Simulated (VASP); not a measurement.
# Sn (I4/mmm) in VASP: further runs, part 3 of 3

VASP 6.6.1.

### Step 4. Electric field gradients, PBE

This run uses another cell than the first one, of 27.35 Å³/atom, 1.063 times its volume.

Contents of INCAR:

```
SYSTEM = Sn
PREC = Accurate ; ENCUT = 520
EDIFF = 1E-8 ; ISMEAR = -1
SIGMA = 0.05 ; LREAL = .FALSE.
LASPH = .TRUE. ; NELM = 60
ALGO = Normal ; ISIF = 2
LWAVE = .FALSE. ; LCHARG = .FALSE.
GGA = PE ; LEFG = .TRUE.
NBANDS = 13
```

Contents of KPOINTS:

```
regular mesh
0
G
  16 16 16
  0 0 0
```

Contents of POSCAR:

```
Sn
1.0
   -2.0291894110      2.0291894110      1.6607599896
    2.0291894110     -2.0291894110      1.6607599896
    2.0291894110      2.0291894110     -1.6607599896
Sn
1
Direct
    0.0000000000      0.0000000000      0.0000000000
```

Potentials or basis: VASP PAW PBE potentials, release 64 (Sn_d).

Started as:

```sh
$ cat potpaw_PBE.64/Sn_d/POTCAR > POTCAR
$ mpirun -np 1 vasp_std > vasp.out
```

OUTCAR:

```text
SYSTEM = Sn
   PREC = Accurate
   ENCUT = 520
   EDIFF = 1E-8
   ISMEAR = -1
   LREAL = .FALSE.
   LASPH = .TRUE.
   NELM = 60
   ISIF = 2
   GGA = PE

 ion  position               nearest neighbor table
   1  0.000  0.000  0.000-

  LATTYP: Found a body centered tetragonal cell.
 ALAT       =     4.0583788220
 C/A-ratio  =     0.8184351745

  Lattice vectors:

 A1 = (  -2.0291894110,   2.0291894110,   1.6607599896)
 A2 = (   2.0291894110,  -2.0291894110,   1.6607599896)
 A3 = (   2.0291894110,   2.0291894110,  -1.6607599896)

Analysis of symmetry for initial positions (statically):
=====================================================================
 Subroutine PRICEL returns:
 Original cell was already a primitive cell.

 Routine SETGRP: Setting up the symmetry group for a
 body centered tetragonal supercell.

 Subroutine GETGRP returns: Found 16 space group operations
 (whereof 16 operations were pure point group operations)
 out of a pool of 16 trial point group operations.

The static configuration has the point symmetry D_4h.

Analysis of symmetry for dynamics (positions and initial velocities):
=====================================================================
 Subroutine PRICEL returns:
 Original cell was already a primitive cell.

 Routine SETGRP: Setting up the symmetry group for a
 body centered tetragonal supercell.

 Subroutine GETGRP returns: Found 16 space group operations
 (whereof 16 operations were pure point group operations)
 out of a pool of 16 trial point group operations.

The dynamic configuration has the point symmetry D_4h.

 Subroutine INISYM returns: Found 16 space group operations
 (whereof 16 operations are pure point group operations),
 and found     1 'primitive' translations

----------------------------------------------------------------------------------------

                                     Primitive cell

  volume of cell :      27.3534

  direct lattice vectors                    reciprocal lattice vectors
    -2.029189411  2.029189411  1.660759990     0.000000000  0.246403809  0.301066983
     2.029189411 -2.029189411  1.660759990     0.246403809  0.000000000  0.301066983
     2.029189411  2.029189411 -1.660759990     0.246403809  0.246403809  0.000000000

  length of vectors
     3.315621069  3.315621069  3.315621069     0.389045197  0.389045197  0.348467608

  position of ions in fractional coordinates (direct lattice)
     0.000000000  0.000000000  0.000000000

  ion indices of the primitive-cell ions
   primitive index   ion index
                 1           1

----------------------------------------------------------------------------------------

 KPOINTS: regular mesh

Automatic generation of k-mesh.
 Grid dimensions read from file:
 generate k-points for:   16   16   16

 Generating k-lattice:

  Cartesian coordinates                     Fractional coordinates (reciprocal lattice)
     0.000000000  0.015400238  0.018816686     0.062500000  0.000000000  0.000000000
     0.015400238  0.000000000  0.018816686     0.000000000  0.062500000  0.000000000
[... 63 lines left out ...]
   NFREE  =      0    steps in history (QN), initial steepest desc. (CG)
   ISIF   =      2    stress and relaxation
   ISYM   =      2    0-nonsym 1-usesym 2-fastsym
   POTIM  = 0.5000    time-step for ionic-motion
   TEBEG  =    0.0;   TEEND  =   0.0 temperature during run
   PSTRESS=    0.0 pullay stress
   NELECT =      14.0000    total number of electrons
   NUPDOWN=      -1.0000    fix difference up-down
   EMIN   =  10.00;   EMAX   =-10.00  energy-range for DOS
   EFERMI =   0.00;   METHOD = LEGACY
   ISMEAR =    -1;   SIGMA  =   0.05  broadening in eV -4-tet -1-fermi 0-gaus
   EFERMI_NEDOS =   21; number of points for ismear=-14 and -15
   IALGO  =     38    algorithm
   IMIX   =      4    mixing-type and parameters
     AMIX     =   0.40;   BMIX     =  1.00
     AMIX_MAG =   1.60;   BMIX_MAG =  1.00
  volume/ion in A,a.u.               =      27.35       184.59
  Fermi-wavevector in a.u.,A,eV,Ry     =   1.309524  2.474642 23.331997  1.714853
  Thomas-Fermi vector in A             =   2.440117
   LORBIT       =      0    0 simple, 1 ext, 2 COOP (PROOUT), +10 PAW based schemes
   GGA     = PE    functional components
[... 5 lines left out ...]
 non-spin polarized calculation
  energy-cutoff  :      520.00
  volume of cell :       27.35
 maximum number of plane-waves:       750
 NGX is ok and might be reduce to    28
   NGX = 13   NGY = 13   NGZ = 13

 number of electron      14.0000001 magnetization

 Free energy of the ion-electron system (eV)
  ---------------------------------------------------
  ext. energy  EPLUGINS =         0.00000000
  ---------------------------------------------------
  free energy    TOTEN  =        -3.78330082 eV

  energy without entropy =       -3.77882230  energy(sigma->0) =       -3.78106156

 E-fermi :   8.0003     XC(G=0): -10.3269

 val. band max:        7.9900984286   @ k =   0.3125   0.1875   0.1875
 cond. band min:       8.0245154824   @ k =   0.5000   0.1875  -0.0000
 fundamental gap:      0.0344170539
 Fermi energy:         8.0003367076

 k-point     1 :       0.0000    0.0000    0.0000
  band No.  band energies     occupation
      1     -13.5790      2.00000
      2     -13.5011      2.00000
      3     -13.5011      2.00000
      4     -13.4976      2.00000
      5     -13.3880      2.00000
      6      -3.0571      2.00000
      7      14.7491      0.00000
      8      14.7491      0.00000
      9      17.3177      0.00000
     10      18.2365      0.00000
     11      19.3822      0.00000
     12      20.5169      0.00000
     13      20.5169      0.00000
[... 354 lines left out ...]
  band No.  band energies     occupation
      1     -13.5750      2.00000
      2     -13.5020      2.00000
      3     -13.4993      2.00000
      4     -13.4953      2.00000
      5     -13.3897      2.00000
      6      -2.9837      2.00000
      7      13.7676      0.00000
      8      14.8032      0.00000
      9      17.0670      0.00000
     10      18.6531      0.00000
     11      19.6389      0.00000
     12      20.2899      0.00000
     13      20.8546      0.00000

 [... further k-points ...]
[... 5 lines left out ...]
  --------------------------------------------------------------------------------------
  -------------------------------------------------------------------------------------
  Total        0.1114803      0.1114803      0.2564052      0.0000000     -0.0000000      0.0000000
  in kB        6.5297528      6.5297528     15.0184569      0.0000000     -0.0000000      0.0000000
  external PRESSURE =       9.3593208 kB  Pullay stress =       0.0000000 kB

 VOLUME and BASIS-vectors are now :
 -----------------------------------------------------------------------------
  energy-cutoff  :      520.00
  volume of cell :       27.35
      direct lattice vectors                 reciprocal lattice vectors
    -2.029189411  2.029189411  1.660759990     0.000000000  0.246403809  0.301066983
     2.029189411 -2.029189411  1.660759990     0.246403809  0.000000000  0.301066983
     2.029189411  2.029189411 -1.660759990     0.246403809  0.246403809  0.000000000

 POSITION                                       TOTAL-FORCE (eV/Angst)
 -----------------------------------------------------------------------------------
      0.00000      0.00000      0.00000         0.000000     -0.000000      0.000000
 -----------------------------------------------------------------------------------
    total drift:                                0.000000     -0.000000     -0.000000

  FREE ENERGIE OF THE ION-ELECTRON SYSTEM (eV)
  ---------------------------------------------------
  free  energy   TOTEN  =        -3.7833008212 eV

  energy  without entropy=       -3.7788222999  energy(sigma->0) =       -3.78106156

 Electric field gradients (V/A^2)
---------------------------------------------------------------------
 ion       V_xx      V_yy      V_zz      V_xy      V_xz      V_yz
---------------------------------------------------------------------
   1      -4.918    -4.918     9.835    -0.002    -0.002    -0.002
---------------------------------------------------------------------

 Electric field gradients after diagonalization (V/A^2)
 (convention: |V_zz| > |V_xx| > |V_yy|)
----------------------------------------------------------------------
 ion       V_xx      V_yy      V_zz     asymmetry (V_yy - V_xx)/ V_zz
----------------------------------------------------------------------
   1      -4.919    -4.916     9.835       0.000
----------------------------------------------------------------------

           NMR quadrupolar parameters

 Cq : quadrupolar parameter    Cq=e*Q*V_zz/h
 eta: asymmetry parameters     (V_yy - V_xx)/ V_zz
 Q  : nuclear electric quadrupole moment in mb (millibarn)
----------------------------------------------------------------------
 ion       Cq(MHz)       eta       Q (mb)
----------------------------------------------------------------------
   1       0.024       0.000       1.000
----------------------------------------------------------------------
```

stdout:

```text
POSCAR found type information on POSCAR Sn
 POSCAR found :  1 types and       1 ions
 scaLAPACK will be used
 LDA part: xc-table for (Slater+PW92), standard interpolation
 POSCAR, INCAR and KPOINTS ok, starting setup
 FFT: planning ... GRIDC
 FFT: planning ... GRID_SOFT
 FFT: planning ... GRID
 WAVECAR not read
 entering main loop
ion   1
```

It took 85 s on 1 thread of Intel Xeon Platinum 8488C (Sapphire Rapids), shared host; peak memory 0.25 GiB.

What came out:

```
Free energy            : -3.7833 eV
Pressure               : 0.9 GPa
Band gap on the k mesh : zero (band 7 reaches 14.75 eV, above the bottom of band 8 at 5.85 eV)
```

Electric field gradients, principal values (V/Å²):
```tsv
atom	least	middle	greatest (by size)
1 Sn	-4.916	-4.919	9.835
```

Caveat: without QUAD_EFG the Cq values of the log hold for a quadrupole moment of 1 mb, not for the nuclei; spin-orbit coupling is left out, which moves the levels of the heavy elements.

### Step 5. Electric field gradients, PBE (volume scaled by 1.03)

Contents of INCAR:

```
SYSTEM = Sn
PREC = Accurate ; ENCUT = 520
EDIFF = 1E-8 ; ISMEAR = -1
SIGMA = 0.05 ; LREAL = .False.
LASPH = .True. ; NELM = 100
ALGO = Normal ; ISIF = 2
LWAVE = .False. ; LCHARG = .False.
GGA = PE ; LEFG = .True.
NBANDS = 13
```

Contents of KPOINTS:

```
regular mesh
0
Gamma
  16 16 16
  0 0 0
```

Contents of POSCAR:

```
Sn
1.0
   -2.0492817020      2.0492817020      1.6772042273
    2.0492817020     -2.0492817020      1.6772042273
    2.0492817020      2.0492817020     -1.6772042273
Sn
1
Direct
    0.0000000000      0.0000000000      0.0000000000
```

Potentials or basis: VASP PAW PBE potentials, release 64 (Sn_d).

Started as:

```sh
$ cat potpaw_PBE.64/Sn_d/POTCAR > POTCAR
$ mpirun -np 1 vasp_std > vasp.out
```

OUTCAR:

```text
SYSTEM = Sn
   PREC = Accurate
   ENCUT = 520
   EDIFF = 1E-8
   ISMEAR = -1
   LREAL = .False.
   LASPH = .True.
   NELM = 100
   ISIF = 2
   GGA = PE

 ion  position               nearest neighbor table
   1  0.000  0.000  0.000-

  LATTYP: Found a body centered tetragonal cell.
 ALAT       =     4.0985634040
 C/A-ratio  =     0.8184351745

  Lattice vectors:

 A1 = (  -2.0492817020,   2.0492817020,   1.6772042273)
 A2 = (   2.0492817020,  -2.0492817020,   1.6772042273)
 A3 = (   2.0492817020,   2.0492817020,  -1.6772042273)

Analysis of symmetry for initial positions (statically):
[... 587 lines left out ...]
    total drift:                               -0.000000     -0.000000     -0.000000

  FREE ENERGIE OF THE ION-ELECTRON SYSTEM (eV)
  ---------------------------------------------------
  free  energy   TOTEN  =        -3.7846301675 eV

  energy  without entropy=       -3.7799709856  energy(sigma->0) =       -3.78230058

 Electric field gradients (V/A^2)
---------------------------------------------------------------------
 ion       V_xx      V_yy      V_zz      V_xy      V_xz      V_yz
---------------------------------------------------------------------
   1      -4.156    -4.156     8.312    -0.001    -0.002    -0.002
---------------------------------------------------------------------

 Electric field gradients after diagonalization (V/A^2)
 (convention: |V_zz| > |V_xx| > |V_yy|)
----------------------------------------------------------------------
 ion       V_xx      V_yy      V_zz     asymmetry (V_yy - V_xx)/ V_zz
----------------------------------------------------------------------
   1      -4.157    -4.155     8.312       0.000
----------------------------------------------------------------------

           NMR quadrupolar parameters

 Cq : quadrupolar parameter    Cq=e*Q*V_zz/h
 eta: asymmetry parameters     (V_yy - V_xx)/ V_zz
 Q  : nuclear electric quadrupole moment in mb (millibarn)
----------------------------------------------------------------------
 ion       Cq(MHz)       eta       Q (mb)
----------------------------------------------------------------------
   1       0.020       0.000       1.000
----------------------------------------------------------------------
```

OSZICAR:

```text
N       E                     dE             d eps       ncg     rms          rms(c)
DAV:   1     0.813717129566E+02    0.81372E+02   -0.71474E+03  9274   0.160E+03
DAV:   2     0.202107462522E+01   -0.79351E+02   -0.76913E+02  9619   0.341E+02
DAV:   3    -0.367361566415E+01   -0.56947E+01   -0.56734E+01 10839   0.740E+01
DAV:   4    -0.379202196460E+01   -0.11841E+00   -0.11838E+00 10652   0.115E+01
DAV:   5    -0.379608569661E+01   -0.40637E-02   -0.40637E-02 12011   0.206E+00    0.126E+00
DAV:   6    -0.378740423332E+01    0.86815E-02   -0.99165E-03 11532   0.168E+00    0.703E-01
DAV:   7    -0.378472302190E+01    0.26812E-02   -0.65643E-03 11424   0.131E+00    0.945E-02
DAV:   8    -0.378462863338E+01    0.94389E-04   -0.67654E-04 11132   0.431E-01    0.221E-02
DAV:   9    -0.378462908348E+01   -0.45010E-06   -0.13045E-05 12441   0.468E-02    0.125E-02
DAV:  10    -0.378463018616E+01   -0.11027E-05   -0.17536E-06 10672   0.141E-02    0.777E-04
DAV:  11    -0.378463026391E+01   -0.77750E-07   -0.75159E-08 11638   0.371E-03    0.160E-04
DAV:  12    -0.378463017360E+01    0.90304E-07   -0.30565E-09  7152   0.812E-04    0.757E-05
DAV:  13    -0.378463016748E+01    0.61282E-08   -0.47329E-10  5662   0.240E-04
   1 F= -.37846302E+01 E0= -.37823006E+01  d E =-.465918E-02
```

stdout:

```text
POSCAR found type information on POSCAR Sn
 POSCAR found :  1 types and       1 ions
 scaLAPACK will be used
 LDA part: xc-table for (Slater+PW92), standard interpolation
 POSCAR, INCAR and KPOINTS ok, starting setup
 FFT: planning ... GRIDC
 FFT: planning ... GRID_SOFT
 FFT: planning ... GRID
 WAVECAR not read
 entering main loop
ion   1
```

It took 81 s on 1 thread of Intel Xeon Platinum 8488C (Sapphire Rapids), shared host; peak memory 0.25 GiB.

What came out:

| Item | Value |
| --- | --- |
| Free energy | -3.7846 eV |
| Pressure | -0.5 GPa |
| Band gap on the k mesh | zero (band 7 reaches 14.20 eV, above the bottom of band 8 at 5.57 eV) |

Electric field gradients, principal values (V/Å²):
```
atom   least  middle  greatest (by size)
1 Sn  -4.155  -4.157               8.312
```

Caveat: the cell differs from its parent crystal (volume scaled by 1.03); without QUAD_EFG the Cq values of the log hold for a quadrupole moment of 1 mb, not for the nuclei; spin-orbit coupling is left out, which moves the levels of the heavy elements.

### Step 6. Overview

| cell | gap on the mesh (eV) | pressure (GPa) |
| --- | --- | --- |
| a = 3.249 Å, angles 104.5, 104.5, 119.9°, 1 atom | none | 4.6 |
| a = 3.282 Å, angles 104.5, 104.5, 119.9°, 1 atom | none | 2.6 |
| a = 3.316 Å, angles 104.5, 104.5, 119.9°, 1 atom | none | 0.9 |
| a = 3.348 Å, angles 104.5, 104.5, 119.9°, 1 atom | none | -0.5 |

Alike in all rows: task electric field gradients; level PBE; potentials or basis VASP PAW PBE potentials, release 64 (Sn_d); no spin polarisation; k mesh 16 × 16 × 16; cutoff (eV) 520; smearing fermi-dirac 0.05 eV.

Caveats: spin-orbit coupling is left out, which moves the levels of the heavy elements.

Total energies depend on the potentials used, so only differences within one code and one set of settings carry meaning.
